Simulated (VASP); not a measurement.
# WC (I4mm) in VASP: a series of runs

WC is run at these levels: PBEsol; tasks: single point.

Program: VASP 6.6.1. These are calculated values, not measurements. Logs are shortened: lines on timing, memory, paths and dates and some standing lists are left out, and cuts for length are marked.

## 1. The cell of the first run

Symmetry: I4mm, No. 107, tetragonal system. Conventional cell: a = 3.101 Å, b = 3.101 Å, c = 4.385 Å, α = 90.00°, β = 90.00°, γ = 90.00°. W (site symmetry 4mm) has 6 C at 2.17 to 2.22 Å within 2.9 Å. C (site symmetry 4mm) has 6 W at 2.17 to 2.22 Å within 2.9 Å.

## 2. Single point, PBEsol

INCAR

```
SYSTEM = WC
ALGO = Normal
EDIFF = 1E-7
ENCUT = 520
GGA = PS
ISIF = 2
ISMEAR = -1
LASPH = .True.
LCHARG = .True.
LELF = .True.
LREAL = .False.
LVHAR = .True.
LWAVE = .False.
NBANDS = 16
NELM = 100
PREC = Accurate
SIGMA = 0.1
```

KPOINTS

```
k-points
0
Gamma
  13 13 13
  0 0 0
```

POSCAR

```
WC
1.0
    0.0000000000      2.1926840000      2.1926840000
    2.1926840000      0.0000000000      2.1926840000
    2.1926840000      2.1926840000      0.0000000000
W C
1 1
Direct
   -0.0057007759     -0.0057007759      0.0057007759
    0.5000000000      0.5000000000      0.5000000000
```

Potentials or basis: VASP PAW PBE potentials, release 64 (W_sv, C).

Started as:

```
cat potpaw_PBE.64/W_sv/POTCAR potpaw_PBE.64/C/POTCAR > POTCAR
mpirun -np 1 vasp_std > vasp.out
```

OUTCAR:

```text
SYSTEM = WC
   EDIFF = 1E-7
   ENCUT = 520
   GGA = PS
   ISIF = 2
   ISMEAR = -1
   LASPH = .True.
   LREAL = .False.
   NELM = 100
   PREC = Accurate

 ion  position               nearest neighbor table
   1  0.994  0.994  0.006-   2 2.17   2 2.19   2 2.19   2 2.19   2 2.19   2 2.22
   2  0.500  0.500  0.500-   1 2.17   1 2.19   1 2.19   1 2.19   1 2.19   1 2.22

  LATTYP: Found a face centered cubic cell.
 ALAT       =     4.3853680000

  Lattice vectors:

 A1 = (   0.0000000000,   2.1926840000,   2.1926840000)
 A2 = (   2.1926840000,   0.0000000000,   2.1926840000)
 A3 = (   2.1926840000,   2.1926840000,   0.0000000000)

Analysis of symmetry for initial positions (statically):
=====================================================================
 Subroutine PRICEL returns:
 Original cell was already a primitive cell.

 Routine SETGRP: Setting up the symmetry group for a
 face centered cubic supercell.

 Subroutine GETGRP returns: Found  8 space group operations
 (whereof  8 operations were pure point group operations)
 out of a pool of 48 trial point group operations.

The static configuration has the point symmetry C_4v.

Analysis of symmetry for dynamics (positions and initial velocities):
=====================================================================
 Subroutine PRICEL returns:
 Original cell was already a primitive cell.

 Routine SETGRP: Setting up the symmetry group for a
 face centered cubic supercell.

 Subroutine GETGRP returns: Found  8 space group operations
 (whereof  8 operations were pure point group operations)
 out of a pool of 48 trial point group operations.

The dynamic configuration has the point symmetry C_4v.

 Subroutine INISYM returns: Found  8 space group operations
 (whereof  8 operations are pure point group operations),
 and found     1 'primitive' translations

----------------------------------------------------------------------------------------

                                     Primitive cell

  volume of cell :      21.0842

  direct lattice vectors                    reciprocal lattice vectors
     0.000000000  2.192684000  2.192684000    -0.228031034  0.228031034  0.228031034
     2.192684000  0.000000000  2.192684000     0.228031034 -0.228031034  0.228031034
     2.192684000  2.192684000  0.000000000     0.228031034  0.228031034 -0.228031034

  length of vectors
     3.100923451  3.100923451  3.100923451     0.394961337  0.394961337  0.394961337

  position of ions in fractional coordinates (direct lattice)
     0.994299224  0.994299224  0.005700776
     0.500000000  0.500000000  0.500000000

  ion indices of the primitive-cell ions
   primitive index   ion index
                 1           1
                 2           2

----------------------------------------------------------------------------------------

 KPOINTS: k-points

Automatic generation of k-mesh.
 Grid dimensions read from file:
 generate k-points for:   13   13   13

 Generating k-lattice:

  Cartesian coordinates                     Fractional coordinates (reciprocal lattice)
    -0.017540849  0.017540849  0.017540849     0.076923077  0.000000000  0.000000000
     0.017540849 -0.017540849  0.017540849     0.000000000  0.076923077  0.000000000
     0.017540849  0.017540849 -0.017540849     0.000000000  0.000000000  0.076923077

  Length of vectors
     0.030381641  0.030381641  0.030381641

  Shift w.r.t. Gamma in fractional coordinates (k-lattice)
     0.000000000  0.000000000  0.000000000

 Subroutine IBZKPT returns following result:
 ===========================================

 Found    196 irreducible k-points:

 Following reciprocal coordinates:
            Coordinates               Weight
  0.000000  0.000000  0.000000      1.000000
  0.076923  0.000000  0.000000      8.000000
  0.153846  0.000000  0.000000      8.000000
  0.230769  0.000000  0.000000      8.000000
  0.307692  0.000000  0.000000      8.000000
  0.384615  0.000000  0.000000      8.000000
[... 16 lines left out ...]
  0.000000 -0.384615  0.076923     16.000000
 -0.307692  0.076923  0.000000      8.000000
 [... further k-points ...]
   k-points           NKPTS =    196   k-points in BZ     NKDIM =    196   number of bands    NBANDS=     16
   number of dos      NEDOS =    301   number of ions     NIONS =      2
   total plane-waves  NPLWV =  13824
   dimension x,y,z NGX =    24 NGY =   24 NGZ =   24
   dimension x,y,z NGXF=    48 NGYF=   48 NGZF=   48
   ions per type =               1   1
   NGX,Y,Z   is equivalent  to a cutoff of  12.87, 12.87, 12.87 a.u.
   NGXF,Y,Z  is equivalent  to a cutoff of  25.73, 25.73, 25.73 a.u.
 SYSTEM =  WC
   PREC   = accura    normal or accurate (medium, high low for compatibility)
   ISTART =      0    job   : 0-new  1-cont  2-samecut
   ICHARG =      2    charge: 1-file 2-atom 10-const
   ISPIN  =      1    spin polarized calculation?
   LNONCOLLINEAR =      F non collinear calculations
   LSORBIT =      F    spin-orbit coupling
   LASPH  =      T    aspherical Exc in radial PAW
   ENCUT  =  520.0 eV  38.22 Ry    6.18 a.u.   5.77  5.77  5.77*2*pi/ulx,y,z
   NELM   =    100;   NELMIN=  2; NELMDL= -5     # of ELM steps
   EDIFF  = 0.1E-06   stopping-criterion for ELM
   LREAL  =      F    real-space projection
   EDIFFG = 0.1E-05   stopping-criterion for IOM
   NSW    =      0    number of steps for IOM
   IBRION =     -1    ionic relax: 0-MD 1-quasi-New 2-CG
   NFREE  =      0    steps in history (QN), initial steepest desc. (CG)
   ISIF   =      2    stress and relaxation
   ISYM   =      2    0-nonsym 1-usesym 2-fastsym
   POTIM  = 0.5000    time-step for ionic-motion
   TEBEG  =    0.0;   TEEND  =   0.0 temperature during run
   PSTRESS=    0.0 pullay stress
   NELECT =      18.0000    total number of electrons
   NUPDOWN=      -1.0000    fix difference up-down
   EMIN   =  10.00;   EMAX   =-10.00  energy-range for DOS
   EFERMI =   0.00;   METHOD = LEGACY
   ISMEAR =    -1;   SIGMA  =   0.10  broadening in eV -4-tet -1-fermi 0-gaus
   EFERMI_NEDOS =   21; number of points for ismear=-14 and -15
   IALGO  =     38    algorithm
   IMIX   =      4    mixing-type and parameters
     AMIX     =   0.40;   BMIX     =  1.00
     AMIX_MAG =   1.60;   BMIX_MAG =  1.00
  volume/ion in A,a.u.               =      10.54        71.14
  Fermi-wavevector in a.u.,A,eV,Ry     =   1.553029  2.934800 32.815887  2.411900
  Thomas-Fermi vector in A             =   2.657319
   LORBIT       =      0    0 simple, 1 ext, 2 COOP (PROOUT), +10 PAW based schemes
   GGA     = PS    functional components
   LHFCALC =     F    Hartree Fock is set to
   AEXX    =    0.0000 exact exchange contribution
   IVDW    =     0    specifies the selected vdW correction
   LEPSILON=     F    determine dielectric tensor
   LRPA    =     F    only Hartree local field effects (RPA)
 non-spin polarized calculation
  energy-cutoff  :      520.00
  volume of cell :       21.08
 maximum number of plane-waves:       578
   NGX = 11   NGY = 11   NGZ = 11

 number of electron      18.0000001 magnetization

 Free energy of the ion-electron system (eV)
  ---------------------------------------------------
  ext. energy  EPLUGINS =         0.00000000
  ---------------------------------------------------
  free energy    TOTEN  =       -22.99855345 eV

  energy without entropy =      -22.96591218  energy(sigma->0) =      -22.98223282

 E-fermi :  12.2469     XC(G=0): -13.8417

 val. band max:       12.1799671147   @ k =   0.0000  -0.1538   0.1538
 cond. band min:      12.3288906410   @ k =  -0.1538   0.0769   0.0000
 fundamental gap:      0.1489235263
 Fermi energy:        12.2469198869

 k-point     1 :       0.0000    0.0000    0.0000
  band No.  band energies     occupation
      1     -63.1214      2.00000
      2     -27.1183      2.00000
      3     -27.1178      2.00000
      4     -27.1178      2.00000
      5      -3.5261      2.00000
      6       9.4722      2.00000
[... 8 lines left out ...]
     15      21.8771      0.00000
     16      35.4786      0.00000

 k-point     2 :       0.0769    0.0000    0.0000
  band No.  band energies     occupation
      1     -63.1193      2.00000
      2     -27.1534      2.00000
      3     -27.1220      2.00000
      4     -27.1216      2.00000
      5      -3.3592      2.00000
      6       8.8885      2.00000
[... 8 lines left out ...]
     15      22.2696      0.00000
     16      33.6486      0.00000

 k-point     3 :       0.1538    0.0000    0.0000
  band No.  band energies     occupation
      1     -63.1135      2.00000
      2     -27.2502      2.00000
      3     -27.1324      2.00000
      4     -27.1321      2.00000
      5      -2.8759      2.00000
      6       7.7101      2.00000
[... 8 lines left out ...]
     15      23.2816      0.00000
     16      31.0783      0.00000

 k-point     4 :       0.2308    0.0000    0.0000
  band No.  band energies     occupation
      1     -63.1052      2.00000
      2     -27.3841      2.00000
      3     -27.1472      2.00000
      4     -27.1469      2.00000
      5      -2.1247      2.00000
      6       6.3804      2.00000
[... 8 lines left out ...]
     15      24.2905      0.00000
     16      29.5527      0.00000

 k-point     5 :       0.3077    0.0000    0.0000
  band No.  band energies     occupation
      1     -63.0964      2.00000
      2     -27.5232      2.00000
      3     -27.1628      2.00000
      4     -27.1624      2.00000
      5      -1.1772      2.00000
      6       5.0483      2.00000
[... 8 lines left out ...]
     15      24.8078      0.00000
     16      27.5073      0.00000

 k-point     6 :       0.3846    0.0000    0.0000
  band No.  band energies     occupation
      1     -63.0891      2.00000
      2     -27.6362      2.00000
      3     -27.1756      2.00000
      4     -27.1753      2.00000
      5      -0.1203      2.00000
      6       3.7806      2.00000
[... 8 lines left out ...]
     15      25.4881      0.00000
     16      25.4942      0.00000

 k-point     7 :       0.4615    0.0000    0.0000
  band No.  band energies     occupation
      1     -63.0850      2.00000
      2     -27.6991      2.00000
      3     -27.1829      2.00000
      4     -27.1825      2.00000
      5       0.8849      2.00000
      6       2.6885      2.00000
[... 8 lines left out ...]
     15      24.2101      0.00000
     16      24.2122      0.00000

 k-point     8 :       0.0769    0.0769    0.0000
  band No.  band energies     occupation
      1     -63.1186      2.00000
      2     -27.1513      2.00000
      3     -27.1300      2.00000
      4     -27.1300      2.00000
      5      -3.3060      2.00000
      6       8.8794      2.00000
[... 8 lines left out ...]
     15      22.4014      0.00000
     16      33.5486      0.00000

 k-point     9 :       0.0000    0.0769    0.0769
  band No.  band energies     occupation
      1     -63.1186      2.00000
      2     -27.1508      2.00000
      3     -27.1304      2.00000
      4     -27.1300      2.00000
      5      -3.3061      2.00000
      6       8.8473      2.00000
[... 8 lines left out ...]
     15      22.4013      0.00000
     16      33.5531      0.00000
[... 172 lines left out ...]
 k-point    19 :       0.0000    0.4615    0.0769
  band No.  band energies     occupation
      1     -63.0849      2.00000
      2     -27.6744      2.00000
      3     -27.1987      2.00000
      4     -27.1933      2.00000
      5       0.5197      2.00000
      6       3.0967      2.00000
[... 8 lines left out ...]
     15      24.4988      0.00000
     16      24.8173      0.00000

 k-point    20 :      -0.4615    0.0769    0.0000
  band No.  band energies     occupation
      1     -63.0835      2.00000
      2     -27.6947      2.00000
      3     -27.2088      2.00000
      4     -27.1887      2.00000
      5       0.9572      2.00000
      6       2.6408      2.00000
[... 8 lines left out ...]
     15      24.2189      0.00000
     16      24.5034      0.00000

 k-point    21 :       0.0000   -0.4615    0.0769
  band No.  band energies     occupation
      1     -63.0835      2.00000
      2     -27.6947      2.00000
      3     -27.2086      2.00000
      4     -27.1889      2.00000
      5       0.9574      2.00000
      6       2.6407      2.00000
[... 8 lines left out ...]
     15      24.1750      0.00000
     16      24.5421      0.00000

 k-point    22 :      -0.3846    0.0769    0.0000
  band No.  band energies     occupation
      1     -63.0863      2.00000
      2     -27.6535      2.00000
      3     -27.2100      2.00000
      4     -27.1771      2.00000
      5       0.2377      2.00000
      6       3.3991      2.00000
[... 8 lines left out ...]
     15      24.8531      0.00000
     16      25.4047      0.00000

 k-point    23 :       0.0000   -0.3846    0.0769
  band No.  band energies     occupation
      1     -63.0863      2.00000
      2     -27.6536      2.00000
      3     -27.2098      2.00000
      4     -27.1773      2.00000
      5       0.2379      2.00000
      6       3.3992      2.00000
[... 8 lines left out ...]
     15      24.8488      0.00000
     16      25.4097      0.00000

 k-point    24 :      -0.3077    0.0769    0.0000
  band No.  band energies     occupation
      1     -63.0925      2.00000
      2     -27.5596      2.00000
      3     -27.2022      2.00000
      4     -27.1608      2.00000
      5      -0.7644      2.00000
      6       4.5337      2.00000
[... 8 lines left out ...]
     15      25.0604      0.00000
     16      26.0756      0.00000

 [... further k-points ...]

------------------------ aborting loop because EDIFF is reached ----------------------------------------

  FORCE on cell =-STRESS in cart. coord.  units (eV):
  Direction    XX          YY          ZZ          XY          YZ          ZX
  --------------------------------------------------------------------------------------
  -------------------------------------------------------------------------------------
  Total       -1.1884126     -1.1884126     -1.1445857      0.0000000     -0.0000000     -0.0000000
  in kB      -90.3066443    -90.3066443    -86.9762673      0.0000000     -0.0000000     -0.0000000
  external PRESSURE =     -89.1965187 kB  Pullay stress =       0.0000000 kB

 VOLUME and BASIS-vectors are now :
 -----------------------------------------------------------------------------
  energy-cutoff  :      520.00
  volume of cell :       21.08
      direct lattice vectors                 reciprocal lattice vectors
     0.000000000  2.192684000  2.192684000    -0.228031034  0.228031034  0.228031034
     2.192684000  0.000000000  2.192684000     0.228031034 -0.228031034  0.228031034
     2.192684000  2.192684000  0.000000000     0.228031034  0.228031034 -0.228031034

 POSITION                                       TOTAL-FORCE (eV/Angst)
 -----------------------------------------------------------------------------------
      2.19268      2.19268      4.36037         0.000000      0.000000      0.158373
      2.19268      2.19268      2.19268         0.000000      0.000000     -0.158373
 -----------------------------------------------------------------------------------
    total drift:                               -0.000000     -0.000000      0.000056

  FREE ENERGIE OF THE ION-ELECTRON SYSTEM (eV)
  ---------------------------------------------------
  free  energy   TOTEN  =       -22.9985534516 eV

  energy  without entropy=      -22.9659121840  energy(sigma->0) =      -22.98223282
```

Run time: 42 s. Hardware: 1 thread of Intel Xeon Platinum 8488C (Sapphire Rapids), shared host; peak memory 0.19 GiB.

What came out:

```
Free energy            : -22.9986 eV
Pressure               : -8.9 GPa
Largest force          : 0.158 eV/Å
Band gap on the k mesh : zero (band 9 reaches 13.22 eV, above the bottom of band 10 at 10.17 eV)
```

Forces on the atoms (eV/Å):
```
W    0.000  0.000  0.158
C    0.000  0.000 -0.158
```

Caveat: the PAW data sets were made with another functional, which shifts forces and pressure a little; spin-orbit coupling is left out, which moves the levels of the heavy elements.

## 3. Single point, PBEsol

INCAR: that of step 2 with these lines changed.

```diff
@@ -2,3 +2,3 @@
 ALGO = Normal
-EDIFF = 1E-7
+EDIFF = 1E-6
 ENCUT = 520
```

KPOINTS is that of step 2.

POSCAR: that of step 2 with these lines changed.

```diff
@@ -8,3 +8,3 @@
 Direct
-   -0.0057007759     -0.0057007759      0.0057007759
+    0.0057007759      0.0057007759     -0.0057007759
     0.5000000000      0.5000000000      0.5000000000
```

Potentials or basis: VASP PAW PBE potentials, release 64 (W_sv, C).

Started as:

```
cat potpaw_PBE.64/W_sv/POTCAR potpaw_PBE.64/C/POTCAR > POTCAR
mpirun -np 1 vasp_std > vasp.out
```

Wall time 31 s (1 thread of Intel Xeon Platinum 8488C (Sapphire Rapids), shared host); peak memory 0.19 GiB.

It converged, with:

| Item | Value |
| --- | --- |
| Free energy | -22.9986 eV |
| Pressure | -8.9 GPa |
| Largest force | 0.158 eV/Å |
| Band gap on the k mesh | zero (band 9 reaches 13.22 eV, above the bottom of band 10 at 10.17 eV) |

Forces in eV/Å, atoms in the order of the input:
```
W    0.000  0.000 -0.158
C    0.000  0.000  0.158
```

Stress tensor (GPa, compression positive):
```
-9.04  0.00  0.00
 0.00 -9.04  0.00
 0.00  0.00 -8.71
```

Levels at points of the mesh, in eV from the Fermi level:
```
           k point  band 7  band 8  band 9  band 10  band 11  band 12
(0.00, 0.00, 0.00)   -2.77   -2.76   -1.26    -1.00    -1.00    -0.97
```

Caveat: the PAW data sets were made with another functional, which shifts forces and pressure a little; spin-orbit coupling is left out, which moves the levels of the heavy elements.

## 4. Single point, PBEsol

INCAR

```
  PREC = Accurate
  ENCUT = 520
  EDIFF = 1E-6
  ISMEAR = -1
  SIGMA = 0.1
  LREAL = F
  LASPH = T
  NELM = 60
  ALGO = Normal
  ISIF = 2
  LWAVE = F
  LCHARG = F
  GGA = PS
  NBANDS = 16
```

KPOINTS

```
Automatic mesh
0
Gamma
  13 13 13
```

POSCAR: that of step 3 with these lines changed.

```diff
@@ -8,3 +8,3 @@
 Direct
-    0.0057007759      0.0057007759     -0.0057007759
+    0.0114015517      0.0114015517     -0.0114015517
     0.5000000000      0.5000000000      0.5000000000
```

Started as:

```
cat potpaw_PBE.64/W_sv/POTCAR potpaw_PBE.64/C/POTCAR > POTCAR
mpirun -np 1 vasp_std > vasp.out
```

It took 26 s on 1 thread of Intel Xeon Platinum 8488C (Sapphire Rapids), shared host; peak memory 0.19 GiB.

Results (log left out):

| Item | Value |
| --- | --- |
| Free energy | -22.9925 eV |
| Pressure | -8.6 GPa |
| Largest force | 0.326 eV/Å |
| Band gap on the k mesh | zero (band 9 reaches 13.21 eV, above the bottom of band 10 at 10.21 eV) |

Forces in eV/Å, atoms in the order of the input:
```
W    0.000  0.000 -0.326
C    0.000  0.000  0.326
```

Stress tensor (GPa, compression positive):
```
-9.06  0.00  0.00
 0.00 -9.06  0.00
 0.00  0.00 -7.75
```

Levels at points of the mesh, in eV from the Fermi level:
```
           k point  band 5  band 6  band 7  band 8  band 9  band 10  band 11  band 12  band 13  band 14
(0.00, 0.00, 0.00)  -15.77   -2.82   -2.82   -2.75   -1.50    -0.96    -0.94    -0.94    -0.46     6.53
```

Caveat: the PAW data sets were made with another functional, which shifts forces and pressure a little; spin-orbit coupling is left out, which moves the levels of the heavy elements.
